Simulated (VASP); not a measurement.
# TiNi (P4/mmm) in VASP: single point with PBEsol

Aim: the single point of TiNi with PBEsol.

All numbers are computed with VASP 6.6.1; they aren't measurements. Logs are shortened: lines on timing, memory, paths and dates and some standing lists are left out, and cuts for length are marked.

## (1) The cell of the first run

The structure is tetragonal, space group P4/mmm (No. 123). The conventional cell has a = 3.105 Å, b = 3.105 Å, c = 2.733 Å, α = 90.00°, β = 90.00°, γ = 90.00°. Within 3.4 Å of Ti (site symmetry 4/mmm) lie 8 Ni at 2.59 Å and 6 Ti at 2.73 to 3.10 Å. Ni (site symmetry 4/mmm) has 8 Ti at 2.59 Å and 6 Ni at 2.73 to 3.10 Å within 3.4 Å.

## (2) Single point, PBEsol (biaxial strain in the a-b plane: +4.5 %, then relaxed in part)

The input, INCAR:

```
  PREC = Accurate
  ENCUT = 520
  EDIFF = 1E-6
  ISMEAR = 0
  SIGMA = 0.1
  LREAL = False
  LASPH = True
  NELM = 80
  ALGO = Fast
  ISIF = 2
  LWAVE = False
  LCHARG = True
  GGA = PS
  LELF = True
  LVHAR = True
  NBANDS = 18
```

The input, KPOINTS:

```
Automatic mesh
0
Gamma
  18 18 18
```

The input, POSCAR:

```
TiNi
1.0
    3.1045602260      0.0000000000      0.0000000000
    0.0000000000      3.1045602260      0.0000000000
    0.0000000000      0.0000000000      2.7332981709
Ti Ni
1 1
Direct
    0.5000000000      0.5000000000      0.5000000000
    0.0000000000      0.0000000000      0.0000000000
```

Potentials or basis: VASP PAW PBE potentials, release 64 (Ti_sv, Ni).

Launch:

```bash
> cat potpaw_PBE.64/Ti_sv/POTCAR potpaw_PBE.64/Ni/POTCAR > POTCAR
> mpirun -np 1 vasp_std > vasp.out
```

OUTCAR:

```text
PREC = Accurate
   ENCUT = 520
   EDIFF = 1E-6
   ISMEAR = 0
   LREAL = False
   LASPH = True
   NELM = 80
   ISIF = 2
   GGA = PS

 ion  position               nearest neighbor table
   1  0.500  0.500  0.500-   2 2.59   2 2.59   2 2.59   2 2.59   2 2.59   2 2.59   2 2.59   2 2.59

   2  0.000  0.000  0.000-   1 2.59   1 2.59   1 2.59   1 2.59   1 2.59   1 2.59   1 2.59   1 2.59

  LATTYP: Found a simple tetragonal cell.
 ALAT       =     3.1045602260
 C/A-ratio  =     0.8804139627

  Lattice vectors:

 A1 = (   3.1045602260,   0.0000000000,   0.0000000000)
 A2 = (   0.0000000000,   3.1045602260,   0.0000000000)
 A3 = (   0.0000000000,   0.0000000000,   2.7332981709)

Analysis of symmetry for initial positions (statically):
=====================================================================
 Subroutine PRICEL returns:
 Original cell was already a primitive cell.

 Routine SETGRP: Setting up the symmetry group for a
 simple tetragonal supercell.

 Subroutine GETGRP returns: Found 16 space group operations
 (whereof 16 operations were pure point group operations)
 out of a pool of 16 trial point group operations.

The static configuration has the point symmetry D_4h.

Analysis of symmetry for dynamics (positions and initial velocities):
=====================================================================
 Subroutine PRICEL returns:
 Original cell was already a primitive cell.

 Routine SETGRP: Setting up the symmetry group for a
 simple tetragonal supercell.

 Subroutine GETGRP returns: Found 16 space group operations
 (whereof 16 operations were pure point group operations)
 out of a pool of 16 trial point group operations.

The dynamic configuration has the point symmetry D_4h.

 Subroutine INISYM returns: Found 16 space group operations
 (whereof 16 operations are pure point group operations),
 and found     1 'primitive' translations

----------------------------------------------------------------------------------------

                                     Primitive cell

  volume of cell :      26.3443

  direct lattice vectors                    reciprocal lattice vectors
     3.104560226  0.000000000  0.000000000     0.322106813  0.000000000  0.000000000
     0.000000000  3.104560226  0.000000000     0.000000000  0.322106813  0.000000000
     0.000000000  0.000000000  2.733298171     0.000000000  0.000000000  0.365858365

  length of vectors
     3.104560226  3.104560226  2.733298171     0.322106813  0.322106813  0.365858365

  position of ions in fractional coordinates (direct lattice)
     0.500000000  0.500000000  0.500000000
     0.000000000  0.000000000  0.000000000

  ion indices of the primitive-cell ions
   primitive index   ion index
                 1           1
                 2           2

----------------------------------------------------------------------------------------

 KPOINTS: Automatic mesh

Automatic generation of k-mesh.
 Grid dimensions read from file:
 generate k-points for:   18   18   18

 Generating k-lattice:

  Cartesian coordinates                     Fractional coordinates (reciprocal lattice)
     0.017894823  0.000000000  0.000000000     0.055555556  0.000000000  0.000000000
     0.000000000  0.017894823  0.000000000     0.000000000  0.055555556  0.000000000
     0.000000000  0.000000000  0.020325465     0.000000000  0.000000000  0.055555556

  Length of vectors
     0.017894823  0.017894823  0.020325465

  Shift w.r.t. Gamma in fractional coordinates (k-lattice)
     0.000000000  0.000000000  0.000000000

 Subroutine IBZKPT returns following result:
 ===========================================

 Found    550 irreducible k-points:

 Following reciprocal coordinates:
            Coordinates               Weight
  0.000000  0.000000  0.000000      1.000000
  0.055556  0.000000  0.000000      4.000000
  0.111111  0.000000  0.000000      4.000000
  0.166667  0.000000  0.000000      4.000000
  0.222222  0.000000  0.000000      4.000000
  0.277778  0.000000  0.000000      4.000000
[... 16 lines left out ...]
  0.277778  0.111111  0.000000      8.000000
  0.333333  0.111111  0.000000      8.000000
 [... further k-points ...]
   k-points           NKPTS =    550   k-points in BZ     NKDIM =    550   number of bands    NBANDS=     18
   number of dos      NEDOS =    301   number of ions     NIONS =      2
   total plane-waves  NPLWV =  11520
   dimension x,y,z NGX =    24 NGY =   24 NGZ =   20
   dimension x,y,z NGXF=    48 NGYF=   48 NGZF=   40
   ions per type =               1   1
   NGX,Y,Z   is equivalent  to a cutoff of  12.85, 12.85, 12.16 a.u.
   NGXF,Y,Z  is equivalent  to a cutoff of  25.70, 25.70, 24.33 a.u.
 SYSTEM =  unknown system
   PREC   = accura    normal or accurate (medium, high low for compatibility)
   ISTART =      0    job   : 0-new  1-cont  2-samecut
   ICHARG =      2    charge: 1-file 2-atom 10-const
   ISPIN  =      1    spin polarized calculation?
   LNONCOLLINEAR =      F non collinear calculations
   LSORBIT =      F    spin-orbit coupling
   LASPH  =      T    aspherical Exc in radial PAW
   ENCUT  =  520.0 eV  38.22 Ry    6.18 a.u.   5.77  5.77  5.08*2*pi/ulx,y,z
   NELM   =     80;   NELMIN=  2; NELMDL= -5     # of ELM steps
   EDIFF  = 0.1E-05   stopping-criterion for ELM
   LREAL  =      F    real-space projection
   EDIFFG = 0.1E-04   stopping-criterion for IOM
   NSW    =      0    number of steps for IOM
   IBRION =     -1    ionic relax: 0-MD 1-quasi-New 2-CG
   NFREE  =      0    steps in history (QN), initial steepest desc. (CG)
   ISIF   =      2    stress and relaxation
   ISYM   =      2    0-nonsym 1-usesym 2-fastsym
   POTIM  = 0.5000    time-step for ionic-motion
   TEBEG  =    0.0;   TEEND  =   0.0 temperature during run
   PSTRESS=    0.0 pullay stress
   NELECT =      22.0000    total number of electrons
   NUPDOWN=      -1.0000    fix difference up-down
   EMIN   =  10.00;   EMAX   =-10.00  energy-range for DOS
   EFERMI =   0.00;   METHOD = LEGACY
   ISMEAR =     0;   SIGMA  =   0.10  broadening in eV -4-tet -1-fermi 0-gaus
   EFERMI_NEDOS =   21; number of points for ismear=-14 and -15
   IALGO  =     68    algorithm
   IMIX   =      4    mixing-type and parameters
     AMIX     =   0.40;   BMIX     =  1.00
     AMIX_MAG =   1.60;   BMIX_MAG =  1.00
  volume/ion in A,a.u.               =      13.17        88.89
  Fermi-wavevector in a.u.,A,eV,Ry     =   1.541653  2.913302 32.336889  2.376694
  Thomas-Fermi vector in A             =   2.647569
   LORBIT       =      0    0 simple, 1 ext, 2 COOP (PROOUT), +10 PAW based schemes
   GGA     = PS    functional components
   LHFCALC =     F    Hartree Fock is set to
   AEXX    =    0.0000 exact exchange contribution
   IVDW    =     0    specifies the selected vdW correction
   LEPSILON=     F    determine dielectric tensor
   LRPA    =     F    only Hartree local field effects (RPA)
 non-spin polarized calculation
 RMM-DIIS sequential band-by-band and
 Gauss-broadening in eV      SIGMA  =   0.10
  energy-cutoff  :      520.00
  volume of cell :       26.34
 maximum number of plane-waves:       732
 NGX is ok and might be reduce to    24
   NGX = 11   NGY = 11   NGZ = 11

 number of electron      22.0000018 magnetization

 Free energy of the ion-electron system (eV)
  ---------------------------------------------------
  ext. energy  EPLUGINS =         0.00000000
  ---------------------------------------------------
  free energy    TOTEN  =       -15.19226044 eV

  energy without entropy =      -15.17819632  energy(sigma->0) =      -15.18522838

 E-fermi :   9.5900     XC(G=0): -12.7258

 val. band max:        9.5880534080   @ k =   0.3333   0.0000   0.2778
 cond. band min:       9.5902246684   @ k =   0.1111   0.0000   0.0556
 fundamental gap:      0.0021712604
 Fermi energy:         9.5900207004

 k-point     1 :       0.0000    0.0000    0.0000
  band No.  band energies     occupation
      1     -47.2351      2.00000
      2     -23.5062      2.00000
      3     -23.5062      2.00000
      4     -23.1921      2.00000
      5       1.7375      2.00000
      6       5.5361      2.00000
[... 10 lines left out ...]
     17      17.0204      0.00000
     18      21.4760      0.00000

 k-point     2 :       0.0556    0.0000    0.0000
  band No.  band energies     occupation
      1     -47.2345      2.00000
      2     -23.5130      2.00000
      3     -23.5058      2.00000
      4     -23.1917      2.00000
      5       1.7940      2.00000
      6       5.5611      2.00000
[... 10 lines left out ...]
     17      17.1790      0.00000
     18      21.5829      0.00000

 k-point     3 :       0.1111    0.0000    0.0000
  band No.  band energies     occupation
      1     -47.2327      2.00000
      2     -23.5324      2.00000
      3     -23.5045      2.00000
      4     -23.1906      2.00000
      5       1.9619      2.00000
      6       5.6326      2.00000
[... 10 lines left out ...]
     17      17.6172      0.00000
     18      21.8954      0.00000

 k-point     4 :       0.1667    0.0000    0.0000
  band No.  band energies     occupation
      1     -47.2299      2.00000
      2     -23.5620      2.00000
      3     -23.5026      2.00000
      4     -23.1888      2.00000
      5       2.2361      2.00000
      6       5.7398      2.00000
[... 375 lines left out ...]
      4     -23.1849      2.00000
      5       2.8062      2.00000
      6       5.9766      2.00000
[... 10 lines left out ...]
     17      17.9948      0.00000
     18      23.3481      0.00000

 k-point    23 :       0.2778    0.1111    0.0000
  band No.  band energies     occupation
      1     -47.2205      2.00000
      2     -23.6334      2.00000
      3     -23.5222      2.00000
      4     -23.1826      2.00000
      5       3.2468      2.00000
      6       6.0639      2.00000
[... 10 lines left out ...]
     17      18.7135      0.00000
     18      24.0759      0.00000

 k-point    24 :       0.3333    0.1111    0.0000
  band No.  band energies     occupation
      1     -47.2171      2.00000
      2     -23.6687      2.00000
      3     -23.5194      2.00000
      4     -23.1804      2.00000
      5       3.7480      2.00000
      6       6.0877      2.00000
[... 10 lines left out ...]
     17      19.4494      0.00000
     18      24.0147      0.00000

 [... further k-points ...]

------------------------ aborting loop because EDIFF is reached ----------------------------------------

  FORCE on cell =-STRESS in cart. coord.  units (eV):
  Direction    XX          YY          ZZ          XY          YZ          ZX
  --------------------------------------------------------------------------------------
  -------------------------------------------------------------------------------------
  Total       -0.3797681     -0.3797681     -0.0281007      0.0000000      0.0000000     -0.0000000
  in kB      -23.0962704    -23.0962704     -1.7089947      0.0000000      0.0000000     -0.0000000
  external PRESSURE =     -15.9671785 kB  Pullay stress =       0.0000000 kB

 VOLUME and BASIS-vectors are now :
 -----------------------------------------------------------------------------
  energy-cutoff  :      520.00
  volume of cell :       26.34
      direct lattice vectors                 reciprocal lattice vectors
     3.104560226  0.000000000  0.000000000     0.322106813  0.000000000  0.000000000
     0.000000000  3.104560226  0.000000000     0.000000000  0.322106813  0.000000000
     0.000000000  0.000000000  2.733298171     0.000000000  0.000000000  0.365858365

 POSITION                                       TOTAL-FORCE (eV/Angst)
 -----------------------------------------------------------------------------------
      1.55228      1.55228      1.36665         0.000000      0.000000      0.000000
      0.00000      0.00000      0.00000         0.000000      0.000000      0.000000
 -----------------------------------------------------------------------------------
    total drift:                                0.000000     -0.000000     -0.000000

  FREE ENERGIE OF THE ION-ELECTRON SYSTEM (eV)
  ---------------------------------------------------
  free  energy   TOTEN  =       -15.1922604441 eV

  energy  without entropy=      -15.1781963196  energy(sigma->0) =      -15.18522838
```

It took 6 min on 1 thread of Intel Xeon 8259CL, shared host; peak memory 0.37 GiB.

Results:

* Free energy: -15.1923 eV
* Pressure: -1.6 GPa
* Band gap on the k mesh: zero (bands 11 and 12 overlap by 1.90 eV)

Levels at points of the mesh, in eV from the Fermi level:
```tsv
k point	band 8	band 9	band 10	band 11	band 12	band 13	band 14	band 15
(0.00, 0.00, 0.00)	-2.32	-1.77	-1.77	0.02	0.79	2.59	2.90	2.90
(0.50, 0.00, 0.00)	-2.20	-1.81	-1.56	-0.92	-0.91	0.34	1.62	2.63
(0.50, 0.50, 0.00)	-2.24	-1.45	-1.23	-0.07	-0.07	0.24	2.66	2.66
(0.00, 0.00, 0.50)	-2.30	-2.30	-1.81	-0.36	0.18	0.18	0.25	2.11
(0.50, 0.00, 0.50)	-2.96	-1.34	-0.30	0.73	1.17	1.29	2.05	2.48
(0.50, 0.50, 0.50)	-2.28	-2.28	-1.77	-1.38	-1.13	2.96	3.64	6.51
```

Caveat: the cell differs from its parent crystal (biaxial strain in the a-b plane: +4.5 %, then relaxed in part); the PAW data sets were made with another functional, which shifts forces and pressure a little.
